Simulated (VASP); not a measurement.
# Lu (Fm-3m) in VASP: single point with PBEsol

Aim: the single point of Lu with PBEsol.

Everything below comes from runs of VASP 6.6.1. Logs are shortened: lines on timing, memory, paths and dates and some standing lists are left out, and cuts for length are marked.

## (1) The cell of the first run

The structure is cubic, space group Fm-3m (No. 225). Conventional cell: a = 4.765 Å, b = 4.765 Å, c = 4.765 Å, α = 90.00°, β = 90.00°, γ = 90.00°. Within 4.4 Å of Lu (site symmetry m-3m) lie 12 Lu at 3.37 Å.

## (2) Single point, PBEsol

The input, INCAR:

```
  PREC = Accurate
  ENCUT = 520
  EDIFF = 1E-7
  ISMEAR = 1
  SIGMA = 0.05
  LREAL = False
  LASPH = True
  NELM = 100
  ALGO = Normal
  ISIF = 2
  LWAVE = False
  LCHARG = False
  GGA = PS
  NBANDS = 58
```

The input, KPOINTS:

```
regular mesh
0
Gamma
  5 5 5
```

The input, POSCAR:

```
Lu
1.0
    4.7654248547      0.0000000000      0.0000000000
    0.0000000000      4.7654248547      0.0000000000
    0.0000000000      0.0000000000      4.7654248547
Lu
4
Direct
    0.0000000000      0.0000000000      0.0000000000
    0.0000000000      0.5000000000      0.5000000000
    0.5000000000      0.0000000000      0.5000000000
    0.5000000000      0.5000000000      0.0000000000
```

Potentials or basis: VASP PAW PBE potentials, release 64 (Lu).

The run is started by

```
$ cat potpaw_PBE.64/Lu/POTCAR > POTCAR
$ mpirun -np 1 vasp_std > vasp.out
```

OUTCAR:

```text
PREC = Accurate
   ENCUT = 520
   EDIFF = 1E-7
   ISMEAR = 1
   LREAL = False
   LASPH = True
   NELM = 100
   ISIF = 2
   GGA = PS

 ion  position               nearest neighbor table
   1  0.000  0.000  0.000-   2 3.37   3 3.37   4 3.37   2 3.37   3 3.37   2 3.37   4 3.37   2 3.37
                             3 3.37   4 3.37   3 3.37   4 3.37
   2  0.000  0.500  0.500-   1 3.37   3 3.37   4 3.37   1 3.37   4 3.37   1 3.37   3 3.37   1 3.37
                             3 3.37   4 3.37   4 3.37   3 3.37
   3  0.500  0.000  0.500-   1 3.37   2 3.37   4 3.37   1 3.37   4 3.37   2 3.37   4 3.37   4 3.37
                             1 3.37   2 3.37   1 3.37   2 3.37
   4  0.500  0.500  0.000-   1 3.37   2 3.37   3 3.37   2 3.37   3 3.37   1 3.37   3 3.37   3 3.37
                             1 3.37   2 3.37   2 3.37   1 3.37

  LATTYP: Found a simple cubic cell.
 ALAT       =     4.7654248547

  Lattice vectors:

 A1 = (   4.7654248547,   0.0000000000,   0.0000000000)
 A2 = (   0.0000000000,   4.7654248547,   0.0000000000)
 A3 = (   0.0000000000,   0.0000000000,   4.7654248547)

Analysis of symmetry for initial positions (statically):
=====================================================================
 Subroutine PRICEL returns following result:

  LATTYP: Found a face centered cubic cell.
 ALAT       =     4.7654248547

  Lattice vectors:

 A1 = (   2.3827124273,  -2.3827124273,   0.0000000000)
 A2 = (   2.3827124273,   0.0000000000,   2.3827124273)
 A3 = (   0.0000000000,  -2.3827124273,   2.3827124273)

   4 primitive cells build up your supercell.

 Routine SETGRP: Setting up the symmetry group for a
 simple cubic supercell.

 Subroutine GETGRP returns: Found 48 space group operations
 (whereof 48 operations were pure point group operations)
 out of a pool of 48 trial point group operations.

The static configuration has the point symmetry O_h .

Analysis of symmetry for dynamics (positions and initial velocities):
=====================================================================
 Subroutine PRICEL returns following result:

  LATTYP: Found a face centered cubic cell.
 ALAT       =     4.7654248547

  Lattice vectors:

 A1 = (   2.3827124273,  -2.3827124273,   0.0000000000)
 A2 = (   2.3827124273,   0.0000000000,   2.3827124273)
 A3 = (   0.0000000000,  -2.3827124273,   2.3827124273)

   4 primitive cells build up your supercell.

 Routine SETGRP: Setting up the symmetry group for a
[... 88 lines left out ...]
   NELM   =    100;   NELMIN=  2; NELMDL= -5     # of ELM steps
   EDIFF  = 0.1E-06   stopping-criterion for ELM
   LREAL  =      F    real-space projection
   EDIFFG = 0.1E-05   stopping-criterion for IOM
   NSW    =      0    number of steps for IOM
   IBRION =     -1    ionic relax: 0-MD 1-quasi-New 2-CG
   NFREE  =      0    steps in history (QN), initial steepest desc. (CG)
   ISIF   =      2    stress and relaxation
   ISYM   =      2    0-nonsym 1-usesym 2-fastsym
   POTIM  = 0.5000    time-step for ionic-motion
   TEBEG  =    0.0;   TEEND  =   0.0 temperature during run
   PSTRESS=    0.0 pullay stress
   NELECT =     100.0000    total number of electrons
   NUPDOWN=      -1.0000    fix difference up-down
   EMIN   =  10.00;   EMAX   =-10.00  energy-range for DOS
   EFERMI =   0.00;   METHOD = LEGACY
   ISMEAR =     1;   SIGMA  =   0.05  broadening in eV -4-tet -1-fermi 0-gaus
   EFERMI_NEDOS =   21; number of points for ismear=-14 and -15
   IALGO  =     38    algorithm
   IMIX   =      4    mixing-type and parameters
     AMIX     =   0.40;   BMIX     =  1.00
     AMIX_MAG =   1.60;   BMIX_MAG =  1.00
  volume/ion in A,a.u.               =      27.05       182.58
  Fermi-wavevector in a.u.,A,eV,Ry     =   1.594556  3.013275 34.594309  2.542610
  Thomas-Fermi vector in A             =   2.692612
   LORBIT       =      0    0 simple, 1 ext, 2 COOP (PROOUT), +10 PAW based schemes
   GGA     = PS    functional components
   LHFCALC =     F    Hartree Fock is set to
   AEXX    =    0.0000 exact exchange contribution
   IVDW    =     0    specifies the selected vdW correction
   LEPSILON=     F    determine dielectric tensor
   LRPA    =     F    only Hartree local field effects (RPA)
 non-spin polarized calculation
 Methfessel and Paxton  Order N= 1 SIGMA  =   0.05
  energy-cutoff  :      520.00
  volume of cell :      108.22
 maximum number of plane-waves:      2945
 NGX is ok and might be reduce to    36
   NGX = 17   NGY = 17   NGZ = 17

 number of electron     100.0000000 magnetization

 number of electron      99.9999950 magnetization

 Free energy of the ion-electron system (eV)
  ---------------------------------------------------
  ext. energy  EPLUGINS =         0.00000000
  ---------------------------------------------------
  free energy    TOTEN  =       -19.60198896 eV

  energy without entropy =      -19.59776034  energy(sigma->0) =      -19.60057942

 E-fermi :   2.4246     XC(G=0): -11.1348

 val. band max:        2.4088848778   @ k =   0.4000   0.2000   0.0000
 cond. band min:       2.4408221017   @ k =   0.4000   0.2000   0.2000
 fundamental gap:      0.0319372239
 Fermi energy:         2.4246228312

 k-point     1 :       0.0000    0.0000    0.0000
  band No.  band energies     occupation
      1     -53.6202      2.00000
      2     -53.5647      2.00000
      3     -53.5647      2.00000
      4     -53.5647      2.00000
      5     -24.5853      2.00000
      6     -24.5853      2.00000
[... 599 lines left out ...]
     57       4.6130      0.00000
     58       4.7539      0.00000

------------------------ aborting loop because EDIFF is reached ----------------------------------------

  FORCE on cell =-STRESS in cart. coord.  units (eV):
  Direction    XX          YY          ZZ          XY          YZ          ZX
  --------------------------------------------------------------------------------------
  -------------------------------------------------------------------------------------
  Total        0.1306670      0.1306670      0.1306670     -0.0000000     -0.0000000      0.0000000
  in kB        1.9345128      1.9345128      1.9345128     -0.0000000     -0.0000000      0.0000000
  external PRESSURE =       1.9345128 kB  Pullay stress =       0.0000000 kB

 VOLUME and BASIS-vectors are now :
 -----------------------------------------------------------------------------
  energy-cutoff  :      520.00
  volume of cell :      108.22
      direct lattice vectors                 reciprocal lattice vectors
     4.765424855  0.000000000  0.000000000     0.209844879  0.000000000  0.000000000
     0.000000000  4.765424855  0.000000000     0.000000000  0.209844879  0.000000000
     0.000000000  0.000000000  4.765424855     0.000000000  0.000000000  0.209844879

 POSITION                                       TOTAL-FORCE (eV/Angst)
 -----------------------------------------------------------------------------------
      0.00000      0.00000      0.00000        -0.000000      0.000000      0.000000
      0.00000      2.38271      2.38271        -0.000000      0.000000     -0.000000
      2.38271      0.00000      2.38271         0.000000     -0.000000     -0.000000
      2.38271      2.38271      0.00000         0.000000     -0.000000     -0.000000
 -----------------------------------------------------------------------------------
    total drift:                                0.000000      0.000000      0.000000

  FREE ENERGIE OF THE ION-ELECTRON SYSTEM (eV)
  ---------------------------------------------------
  free  energy   TOTEN  =       -19.6019889604 eV

  energy  without entropy=      -19.5977603431  energy(sigma->0) =      -19.60057942
```

OSZICAR:

```text
N       E                     dE             d eps       ncg     rms          rms(c)
DAV:   1     0.116989833093E+04    0.11699E+04   -0.30274E+04  1560   0.567E+03
DAV:   2     0.171643132434E+03   -0.99826E+03   -0.94460E+03  1584   0.114E+03
DAV:   3     0.526863227942E+01   -0.16637E+03   -0.16273E+03  1248   0.275E+02
DAV:   4    -0.183757990968E+02   -0.23644E+02   -0.23188E+02  1776   0.783E+01
DAV:   5    -0.199486849630E+02   -0.15729E+01   -0.15648E+01  1886   0.176E+01    0.746E+00
DAV:   6    -0.196477247881E+02    0.30096E+00   -0.21743E+00  1706   0.126E+01    0.285E+00
DAV:   7    -0.196063278532E+02    0.41397E-01   -0.28199E-01  1728   0.236E+00    0.694E-01
DAV:   8    -0.196014132269E+02    0.49146E-02   -0.45421E-02  1774   0.104E+00    0.247E-01
DAV:   9    -0.196022645836E+02   -0.85136E-03   -0.71217E-03  1470   0.559E-01    0.290E-01
DAV:  10    -0.196019713108E+02    0.29327E-03   -0.22585E-03  1542   0.385E-01    0.146E-02
DAV:  11    -0.196019885845E+02   -0.17274E-04   -0.21599E-04  1868   0.641E-02    0.564E-03
DAV:  12    -0.196019890331E+02   -0.44853E-06   -0.11014E-05  1512   0.194E-02    0.207E-03
DAV:  13    -0.196019888979E+02    0.13520E-06   -0.66330E-07  1304   0.311E-03    0.109E-03
DAV:  14    -0.196019889604E+02   -0.62526E-07   -0.23699E-07   982   0.162E-03
   1 F= -.19601989E+02 E0= -.19600579E+02  d E =-.422862E-02
```

stdout:

```text
POSCAR found type information on POSCAR Lu
 POSCAR found :  1 types and       4 ions
 scaLAPACK will be used
 -----------------------------------------------------------------------------
|                                                                             |
|                                                                             |
|     You enforced a specific xc type in the INCAR file but a different       |
|     I HOPE YOU KNOW WHAT YOU ARE DOING!                                     |
|                                                                             |
 -----------------------------------------------------------------------------

 LDA part: xc-table for (Slater+PW92), standard interpolation
 POSCAR, INCAR and KPOINTS ok, starting setup
 FFT: planning ... GRIDC
 FFT: planning ... GRID_SOFT
 FFT: planning ... GRID
 WAVECAR not read
 entering main loop
```

Run time: 32 s. Hardware: 1 thread of Intel Xeon 6975P-C (Granite Rapids), shared host; peak memory 0.22 GiB.

Results:

| Property | Result |
| --- | --- |
| Free energy | -19.6020 eV |
| Pressure | 0.2 GPa |
| Band gap on the k mesh | zero (band 50 reaches 2.74 eV, above the bottom of band 51 at 1.44 eV) |

Levels at points of the mesh, in eV from the Fermi level:
```tsv
k point	band 48	band 49	band 50	band 51	band 52	band 53	band 54	band 55
(0.00, 0.00, 0.00)	-2.23	-0.99	-0.99	-0.99	2.26	2.26	2.26	2.30
```

Caveat: the PAW data sets were made with another functional, which shifts forces and pressure a little; spin-orbit coupling is left out, which moves the levels of the heavy elements.
